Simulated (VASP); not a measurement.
# Al (P6_3/mmc) in VASP: notebook

Aim: see how the results for Al move with the level of theory and the settings. Levels: revPBE+D3(BJ), revPBE+D4, RPBE+D4. Tasks: single point, relaxation of cell and atoms.

Everything below comes from runs of VASP 6.6.1. Logs are shortened: lines on timing, memory, paths and dates and some standing lists are left out, and cuts for length are marked.

**1. The cell of the first run**

The structure is hexagonal, space group P6_3/mmc (No. 194). The conventional cell has a = 2.790 Å, b = 2.790 Å, c = 4.611 Å, α = 90.00°, β = 90.00°, γ = 120.00°. Al (site symmetry -6m2) has 12 Al at 2.79 to 2.81 Å within 3.7 Å.

**2. Single point, revPBE+D3(BJ)**

The input, INCAR:

```
SYSTEM = Al
PREC = Accurate
ENCUT = 520
EDIFF = 1E-6
ISMEAR = -1
SIGMA = 0.05
LREAL = .FALSE.
LASPH = .TRUE.
NELM = 60
ALGO = Fast
ISIF = 2
LWAVE = .FALSE.
LCHARG = .FALSE.
GGA = RE
IVDW = 12
NBANDS = 10
```

The input, KPOINTS:

```
regular mesh
0
G
  11 11 6
  0 0 0
```

The input, POSCAR:

```
Al
1.0
    2.7895723723      0.0000000000      0.0000000000
   -1.3947861861      2.4158405401      0.0000000000
    0.0000000000      0.0000000000      4.6111114245
Al
2
Direct
    0.3333333333      0.6666666667      0.2500000000
    0.6666666667      0.3333333333      0.7500000000
```

Potentials or basis: VASP PAW PBE potentials, release 64 (Al).

The run is started by

```sh
> cat potpaw_PBE.64/Al/POTCAR > POTCAR
> mpirun -np 1 vasp_std > vasp.out
```

OUTCAR:

```text
SYSTEM = Al
   PREC = Accurate
   ENCUT = 520
   EDIFF = 1E-6
   ISMEAR = -1
   LREAL = .FALSE.
   LASPH = .TRUE.
   NELM = 60
   ISIF = 2
   GGA = RE
   IVDW = 12
 IVDW          = 12

 ion  position               nearest neighbor table
   1  0.333  0.667  0.250-   2 2.81   2 2.81   2 2.81   2 2.81   2 2.81   2 2.81
   2  0.667  0.333  0.750-   1 2.81   1 2.81   1 2.81   1 2.81   1 2.81   1 2.81

  LATTYP: Found a hexagonal cell.
 ALAT       =     2.7895723723
 C/A-ratio  =     1.6529814642

  Lattice vectors:

 A1 = (   2.7895723723,   0.0000000000,   0.0000000000)
 A2 = (  -1.3947861861,   2.4158405401,   0.0000000000)
 A3 = (   0.0000000000,   0.0000000000,   4.6111114245)

Analysis of symmetry for initial positions (statically):
=====================================================================
 Subroutine PRICEL returns:
 Original cell was already a primitive cell.

 Routine SETGRP: Setting up the symmetry group for a
 hexagonal supercell.

 Subroutine GETGRP returns: Found 24 space group operations
 (whereof 12 operations were pure point group operations)
 out of a pool of 24 trial point group operations.

The static configuration has the point symmetry D_3d.
 The point group associated with its full space group is D_6h.

Analysis of symmetry for dynamics (positions and initial velocities):
=====================================================================
 Subroutine PRICEL returns:
 Original cell was already a primitive cell.

 Routine SETGRP: Setting up the symmetry group for a
 hexagonal supercell.

 Subroutine GETGRP returns: Found 24 space group operations
 (whereof 12 operations were pure point group operations)
 out of a pool of 24 trial point group operations.

The dynamic configuration has the point symmetry D_3d.
 The point group associated with its full space group is D_6h.

 Subroutine INISYM returns: Found 24 space group operations
 (whereof 12 operations are pure point group operations),
 and found     1 'primitive' translations

----------------------------------------------------------------------------------------

                                     Primitive cell

  volume of cell :      31.0750

  direct lattice vectors                    reciprocal lattice vectors
     2.789572372  0.000000000  0.000000000     0.358477884  0.206967303  0.000000000
    -1.394786186  2.415840540  0.000000000     0.000000000  0.413934605  0.000000000
     0.000000000  0.000000000  4.611111424     0.000000000  0.000000000  0.216867455

  length of vectors
     2.789572372  2.789572372  4.611111424     0.413934605  0.413934605  0.216867455

  position of ions in fractional coordinates (direct lattice)
     0.333333333  0.666666667  0.250000000
     0.666666667  0.333333333  0.750000000
[... 89 lines left out ...]
   NUPDOWN=      -1.0000    fix difference up-down
   EMIN   =  10.00;   EMAX   =-10.00  energy-range for DOS
   EFERMI =   0.00;   METHOD = LEGACY
   ISMEAR =    -1;   SIGMA  =   0.05  broadening in eV -4-tet -1-fermi 0-gaus
   EFERMI_NEDOS =   21; number of points for ismear=-14 and -15
   IALGO  =     68    algorithm
   IMIX   =      4    mixing-type and parameters
     AMIX     =   0.40;   BMIX     =  1.00
     AMIX_MAG =   1.60;   BMIX_MAG =  1.00
  volume/ion in A,a.u.               =      15.54       104.85
  Fermi-wavevector in a.u.,A,eV,Ry     =   0.946211  1.788080 12.181508  0.895316
  Thomas-Fermi vector in A             =   2.074187
   LORBIT       =      0    0 simple, 1 ext, 2 COOP (PROOUT), +10 PAW based schemes
   GGA     = RE    functional components
   LHFCALC =     F    Hartree Fock is set to
   AEXX    =    0.0000 exact exchange contribution
   IVDW    =    12    specifies the selected vdW correction
   LEPSILON=     F    determine dielectric tensor
   LRPA    =     F    only Hartree local field effects (RPA)
 non-spin polarized calculation
 RMM-DIIS sequential band-by-band and
  energy-cutoff  :      520.00
  volume of cell :       31.08
 maximum number of plane-waves:       849
 NGX is ok and might be reduce to    24
   NGX = 11   NGY = 11   NGZ = 17

 number of electron       6.0000000 magnetization

 Free energy of the ion-electron system (eV)
  ---------------------------------------------------
  ext. energy  EPLUGINS =         0.00000000
  ---------------------------------------------------
  free energy    TOTEN  =        -7.01659453 eV

  energy without entropy =       -7.01185754  energy(sigma->0) =       -7.01422603

 E-fermi :   8.7448     XC(G=0): -10.3754

 val. band max:        8.7400547698   @ k =   0.3636   0.0000   0.5000
 cond. band min:       8.7836337661   @ k =   0.3636   0.2727   0.5000
 fundamental gap:      0.0435789963
 Fermi energy:         8.7447799733

 k-point     1 :       0.0000    0.0000    0.0000
  band No.  band energies     occupation
      1      -2.8442      2.00000
      2       3.7976      2.00000
      3       4.1158      2.00000
      4      20.0381      0.00000
      5      20.0381      0.00000
      6      20.1921      0.00000
      7      20.1921      0.00000
      8      20.9460      0.00000
      9      23.4981      0.00000
     10      23.5322      0.00000
[... 287 lines left out ...]
 k-point    24 :       0.1818    0.0909    0.1667
  band No.  band energies     occupation
      1      -1.1941      2.00000
      2       3.3091      2.00000
      3       7.6698      2.00000
      4      12.0720      0.00000
      5      14.0673      0.00000
      6      16.3317      0.00000
      7      18.2332      0.00000
      8      19.9149      0.00000
      9      20.1703      0.00000
     10      21.8414      0.00000

 [... further k-points ...]

------------------------ aborting loop because EDIFF is reached ----------------------------------------

 Edisp (eV)   -1.36048

 E8    (eV) :    -0.9636

  FORCE on cell =-STRESS in cart. coord.  units (eV):
  Direction    XX          YY          ZZ          XY          YZ          ZX
  --------------------------------------------------------------------------------------
  -------------------------------------------------------------------------------------
  Total      -0.03832    -0.03832    -0.03688    -0.00000     0.00000     0.00000
  in kB      -1.97563    -1.97563    -1.90138    -0.00000     0.00000     0.00000
  external pressure =       -1.95 kB  Pullay stress =        0.00 kB

 VOLUME and BASIS-vectors are now :
 -----------------------------------------------------------------------------
  energy-cutoff  :      520.00
  volume of cell :       31.08
      direct lattice vectors                 reciprocal lattice vectors
     2.789572372  0.000000000  0.000000000     0.358477884  0.206967303  0.000000000
    -1.394786186  2.415840540  0.000000000     0.000000000  0.413934605  0.000000000
     0.000000000  0.000000000  4.611111424     0.000000000  0.000000000  0.216867455

 POSITION                                       TOTAL-FORCE (eV/Angst)
 -----------------------------------------------------------------------------------
     -0.00000      1.61056      1.15278         0.000000      0.000000      0.000000
      1.39479      0.80528      3.45833        -0.000000      0.000000      0.000000
 -----------------------------------------------------------------------------------
    total drift:                               -0.000000      0.000000     -0.000000

  FREE ENERGIE OF THE ION-ELECTRON SYSTEM (eV)
  ---------------------------------------------------
  free  energy   TOTEN  =        -8.3770727540 eV

  energy  without entropy=       -8.3723357704  energy(sigma->0) =       -8.37470426
```

stdout:

```text
POSCAR found type information on POSCAR Al
 POSCAR found :  1 types and       2 ions
 scaLAPACK will be used
 -----------------------------------------------------------------------------
|                                                                             |
|                                                                             |
|     You enforced a specific xc type in the INCAR file but a different       |
|     I HOPE YOU KNOW WHAT YOU ARE DOING!                                     |
|                                                                             |
 -----------------------------------------------------------------------------

 LDA part: xc-table for (Slater+PW92), standard interpolation
 POSCAR, INCAR and KPOINTS ok, starting setup
 FFT: planning ... GRIDC
 FFT: planning ... GRID_SOFT
 FFT: planning ... GRID
 WAVECAR not read
 entering main loop
```

Wall time 10 s (1 thread of Intel Xeon 6975P-C, shared host); peak memory 0.16 GiB.

What came out:

| Item | Value |
| --- | --- |
| Free energy | -8.3771 eV |
| Pressure | -0.2 GPa |
| Band gap on the k mesh | zero (band 3 reaches 12.76 eV, above the bottom of band 4 at 5.62 eV) |
| Dispersion energy per atom | -0.680 eV |

Levels at points of the mesh, in eV from the Fermi level:
```csv
k point,band 1,band 2,band 3,band 4,band 5,band 6,band 7
"(0.00, 0.00, 0.00)",-11.59,-4.95,-4.63,11.29,11.29,11.45,11.45
"(0.00, 0.00, 0.50)",-9.86,-9.86,3.31,3.31,12.32,12.32,12.32
```

Caveat: the PAW data sets were made with another functional, which shifts forces and pressure a little; pairwise dispersion overbinds metals, which lowers pressure and volume.

**3. Single point, revPBE+D4**

This run uses another cell than the first one, of 15.77 Å³/atom, 1.015 times its volume.

The input, INCAR:

```
PREC = Accurate ; ENCUT = 520
EDIFF = 1E-6 ; ISMEAR = -1
SIGMA = 0.05 ; LREAL = False
LASPH = True ; NELM = 100
ALGO = Normal ; ISIF = 2
LWAVE = False ; LCHARG = True
GGA = RE ; IVDW = 13
LELF = True ; LVHAR = True
NBANDS = 10
```

The input, KPOINTS:

```
Automatic mesh
0
Gamma
  11 11 6
```

The input, POSCAR:

```
Al
1.0
    2.8029343197      0.0000000000      0.0000000000
   -1.4014671598      2.4274123260      0.0000000000
    0.0000000000      0.0000000000      4.6341350935
Al
2
Direct
    0.3333333333      0.6666666667      0.2500000000
    0.6666666667      0.3333333333      0.7500000000
```

Potentials or basis: VASP PAW PBE potentials, release 64 (Al).

The run is started by

```sh
> cat potpaw_PBE.64/Al/POTCAR > POTCAR
> mpirun -np 1 vasp_std > vasp.out
```

Wall time 12 s (1 thread of Intel Xeon 6975P-C, shared host); peak memory 0.15 GiB.

Results (log left out):

```yaml
Free_energy: -8.2155 eV
Pressure: -0.2 GPa
Band_gap_on_the_k_mesh: zero (band 3 reaches 12.58 eV, above the bottom of band 4 at 5.48 eV)
Dispersion_energy_per_atom: -0.590 eV
```

Levels at points of the mesh, in eV from the Fermi level:
| k point | band 1 | band 2 | band 3 | band 4 | band 5 | band 6 |
| --- | --- | --- | --- | --- | --- | --- |
| (0.00, 0.00, 0.00) | -11.48 | -4.88 | -4.61 | 11.17 | 11.17 | 11.37 |
| (0.00, 0.00, 0.50) | -9.77 | -9.77 | 3.28 | 3.28 | 12.24 | 12.24 |

Caveat: the PAW data sets were made with another functional, which shifts forces and pressure a little; pairwise dispersion overbinds metals, which lowers pressure and volume.

**4. Relaxation of cell and atoms, RPBE+D4**

This run uses another cell than the first one, of 16.67 Å³/atom, 1.073 times its volume.

The input, INCAR:

```
SYSTEM = Al
PREC = Accurate
ENCUT = 600
EDIFF = 1E-7
ISMEAR = -1
SIGMA = 0.05
LREAL = .False.
LASPH = .True.
NELM = 60
ALGO = Normal
ISIF = 3
LWAVE = .False.
LCHARG = .False.
GGA = RP
IVDW = 13
IBRION = 2
NSW = 60
EDIFFG = -0.01
```

The input, KPOINTS:

```
regular mesh
0
Gamma
  11 11 6
  0 0 0
```

The input, POSCAR:

```
Al
1.0
    2.8124553515      0.0000000000      0.0000000000
   -1.4062276757      2.4356577814      0.0000000000
    0.0000000000      0.0000000000      4.8668500000
Al
2
Direct
    0.3333333333      0.6666666667      0.2500000000
    0.6666666667      0.3333333333      0.7500000000
```

The run is started by

```sh
> cat potpaw_PBE.64/Al/POTCAR > POTCAR
> mpirun -np 1 vasp_std > vasp.out
```

Run time: 39 s. Hardware: 1 thread of Intel Xeon 6975P-C, shared host; peak memory 0.16 GiB.

The run converged. Its results:

- Free energy: -8.3141 eV
- Relaxed volume: 15.66 Å³/atom
- Relaxed cell: a = 2.797 Å, b = 2.797 Å, c = 4.622 Å, α = 90.00°, β = 90.00°, γ = 120.00°
- Space group after relaxing (to 0.05 Å): P6_3/mmc (No. 194)
- Energy gained by relaxing: 25.9 meV/atom
- Ionic steps: 7
- Pressure after relaxing: 0.0 GPa
- Band gap on the k mesh: zero (band 3 reaches 12.68 eV, above the bottom of band 4 at 5.56 eV)
- Dispersion energy per atom: -0.692 eV

The path:
```csv
step,energy change (eV),largest force (eV/Å),pressure (GPa),volume (Å³)
1,0.0000,0.0000,-4.52,33.34
2,-0.0446,0.0000,0.70,31.11
3,-0.0448,0.0000,1.06,30.99
4,-0.0505,0.0000,0.79,31.04
5,-0.0511,0.0000,0.83,31.03
6,-0.0517,0.0000,-0.19,31.38
7,-0.0518,0.0000,0.00,31.32
```

Final structure:
```
Al
1.0
     2.79694    0.00000    0.00000
    -1.39847    2.42223    0.00000
     0.00000    0.00000    4.62248
Al
2
Cartesian
  0.0000 1.6148 1.1556
  1.3985 0.8074 3.4669
```

Levels at points of the mesh, in eV from the Fermi level:
| k point | band 1 | band 2 | band 3 | band 4 | band 5 | band 6 | band 7 |
| --- | --- | --- | --- | --- | --- | --- | --- |
| (0.00, 0.00, 0.00) | -11.53 | -4.92 | -4.61 | 11.24 | 11.24 | 11.40 | 11.40 |
| (0.00, 0.00, 0.50) | -9.81 | -9.81 | 3.30 | 3.30 | 12.27 | 12.27 | 12.27 |

Caveat: the PAW data sets were made with another functional, which shifts forces and pressure a little; pairwise dispersion overbinds metals, which lowers pressure and volume.

**5. Relaxation of cell and atoms, revPBE+D3(BJ)**

This run uses another cell than the first one, of 16.67 Å³/atom, 1.073 times its volume.

The input, INCAR:

```
SYSTEM = Al
PREC = Accurate
ENCUT = 600
EDIFF = 1E-6
ISMEAR = -1
SIGMA = 0.05
LREAL = .FALSE.
LASPH = .TRUE.
NELM = 80
ALGO = Fast
ISIF = 3
LWAVE = .FALSE.
LCHARG = .FALSE.
GGA = RE
IVDW = 12
IBRION = 2
NSW = 60
EDIFFG = -0.01
```

The input, KPOINTS:

```
Automatic mesh
0
G
  11 11 6
  0 0 0
```

POSCAR is that of step 4.

The run is started by

```sh
> cat potpaw_PBE.64/Al/POTCAR > POTCAR
> mpirun -np 1 vasp_std > vasp.out
```

It took 36 s on 1 thread of Intel Xeon 6975P-C, shared host; peak memory 0.17 GiB.

Results (log left out):

* Free energy: -8.3775 eV
* Relaxed volume: 15.50 Å³/atom
* Relaxed cell: a = 2.787 Å, b = 2.787 Å, c = 4.608 Å, α = 90.00°, β = 90.00°, γ = 120.00°
* Space group after relaxing (to 0.05 Å): P6_3/mmc (No. 194)
* Energy gained by relaxing: 31.2 meV/atom
* Ionic steps: 8
* Pressure after relaxing: 0.0 GPa
* Band gap on the k mesh: zero (band 3 reaches 12.79 eV, above the bottom of band 4 at 5.64 eV)
* Dispersion energy per atom: -0.682 eV

Step by step:
```
step  energy change (eV)  largest force (eV/Å)  pressure (GPa)  volume (Å³)
   1              0.0000                0.0000           -5.24        33.34
   2             -0.0545                0.0000            0.84        30.77
   3             -0.0545                0.0000            0.94        30.73
   4             -0.0614                0.0000            0.77        30.75
   5             -0.0617                0.0000            0.78        30.75
   6             -0.0617                0.0000            0.78        30.75
   7             -0.0623                0.0000           -0.18        31.07
   8             -0.0624                0.0000            0.00        31.01
```

Final structure:
```yaml
crystal:
  lattice:
    - [2.78731, 0.00000, 0.00000]
    - [-1.39365, 2.41388, 0.00000]
    - [0.00000, 0.00000, 4.60842]
  atoms:
    - { symbol: Al, position: [0.33333, 0.66667, 0.25000] }
    - { symbol: Al, position: [0.66667, 0.33333, 0.75000] }
```

Levels at points of the mesh, in eV from the Fermi level:
```
           k point  band 1  band 2  band 3  band 4  band 5  band 6  band 7
(0.00, 0.00, 0.00)  -11.61   -4.96   -4.64   11.32   11.32   11.46   11.46
(0.00, 0.00, 0.50)   -9.87   -9.87    3.31    3.31   12.33   12.33   12.33
```

Caveat: the PAW data sets were made with another functional, which shifts forces and pressure a little; pairwise dispersion overbinds metals, which lowers pressure and volume.

**6. Relaxation of cell and atoms, revPBE+D4**

This run uses another cell than the first one, of 16.67 Å³/atom, 1.073 times its volume.

INCAR: that of step 5 with these lines changed.

```diff
@@ -8,3 +8,3 @@
 LASPH = .TRUE.
-NELM = 80
+NELM = 60
 ALGO = Fast
@@ -14,3 +14,3 @@
 GGA = RE
-IVDW = 12
+IVDW = 13
 IBRION = 2
```

KPOINTS is that of step 5.

POSCAR is that of step 5.

Potentials or basis: VASP PAW PBE potentials, release 64 (Al).

The run is started by

```sh
> cat potpaw_PBE.64/Al/POTCAR > POTCAR
> mpirun -np 1 vasp_std > vasp.out
```

Run time: 39 s. Hardware: 1 thread of Intel Xeon 6975P-C, shared host; peak memory 0.16 GiB.

The run converged. Its results:

| Quantity | Value |
| --- | --- |
| Free energy | -8.2160 eV |
| Relaxed volume | 15.72 Å³/atom |
| Relaxed cell | a = 2.801 Å, b = 2.801 Å, c = 4.629 Å, α = 90.00°, β = 90.00°, γ = 120.00° |
| Space group after relaxing (to 0.05 Å) | P6_3/mmc (No. 194) |
| Energy gained by relaxing | 23.5 meV/atom |
| Ionic steps | 7 |
| Pressure after relaxing | 0.0 GPa |
| Band gap on the k mesh | zero (band 3 reaches 12.61 eV, above the bottom of band 4 at 5.50 eV) |
| Dispersion energy per atom | -0.592 eV |

Step by step:
```
step  energy change (eV)  largest force (eV/Å)  pressure (GPa)  volume (Å³)
   1              0.0000                0.0000           -4.17        33.34
   2             -0.0398                0.0000            0.59        31.28
   3             -0.0401                0.0000            1.10        31.10
   4             -0.0456                0.0000            0.83        31.16
   5             -0.0462                0.0000            0.87        31.15
   6             -0.0470                0.0000           -0.19        31.52
   7             -0.0470                0.0000            0.00        31.45
```

Final structure:
```cif
data_structure
_symmetry_space_group_name_H-M 'P 1'
_symmetry_Int_Tables_number 1
_cell_length_a 2.8007
_cell_length_b 2.8007
_cell_length_c 4.6295
_cell_angle_alpha 90.000
_cell_angle_beta 90.000
_cell_angle_gamma 120.000
_cell_volume 31.45
loop_
_atom_site_label
_atom_site_type_symbol
_atom_site_fract_x
_atom_site_fract_y
_atom_site_fract_z
_atom_site_occupancy
Al1 Al 0.33333 0.66667 0.25000 1
Al2 Al 0.66667 0.33333 0.75000 1
```

Levels at points of the mesh, in eV from the Fermi level:
```
           k point  band 1  band 2  band 3  band 4  band 5  band 6  band 7
(0.00, 0.00, 0.00)  -11.50   -4.89   -4.61   11.19   11.19   11.38   11.38
(0.00, 0.00, 0.50)   -9.78   -9.78    3.29    3.29   12.25   12.25   12.25
```

Caveat: the PAW data sets were made with another functional, which shifts forces and pressure a little; pairwise dispersion overbinds metals, which lowers pressure and volume.

**7. Summary**

| task | level | cell | cutoff (eV) | gap on the mesh (eV) | pressure (GPa) | relaxed volume (Å³/atom) |
| --- | --- | --- | --- | --- | --- | --- |
| single point | revPBE+D3(BJ) | a = 2.790, b = 2.790, c = 4.611 Å, angles 90.0, 90.0, 120.0°, 2 atoms | 520 | none | -0.2 | - |
| single point | revPBE+D4 | a = 2.803, b = 2.803, c = 4.634 Å, angles 90.0, 90.0, 120.0°, 2 atoms | 520 | none | -0.2 | - |
| relaxation of cell and atoms | RPBE+D4 | relaxed from a = 2.812, b = 2.812, c = 4.867 Å, angles 90.0, 90.0, 120.0°, 2 atoms | 600 | none | 0.0 | 15.66 |
| relaxation of cell and atoms | revPBE+D3(BJ) | relaxed from a = 2.812, b = 2.812, c = 4.867 Å, angles 90.0, 90.0, 120.0°, 2 atoms | 600 | none | 0.0 | 15.50 |
| relaxation of cell and atoms | revPBE+D4 | relaxed from a = 2.812, b = 2.812, c = 4.867 Å, angles 90.0, 90.0, 120.0°, 2 atoms | 600 | none | 0.0 | 15.72 |

Alike in all rows: potentials or basis VASP PAW PBE potentials, release 64 (Al); no spin polarisation; k mesh 11 × 11 × 6; smearing fermi-dirac 0.05 eV.

Caveats: the PAW data sets were made with another functional, which shifts forces and pressure a little; pairwise dispersion overbinds metals, which lowers pressure and volume.

Total energies depend on the potentials used, so only differences within one code and one set of settings carry meaning.
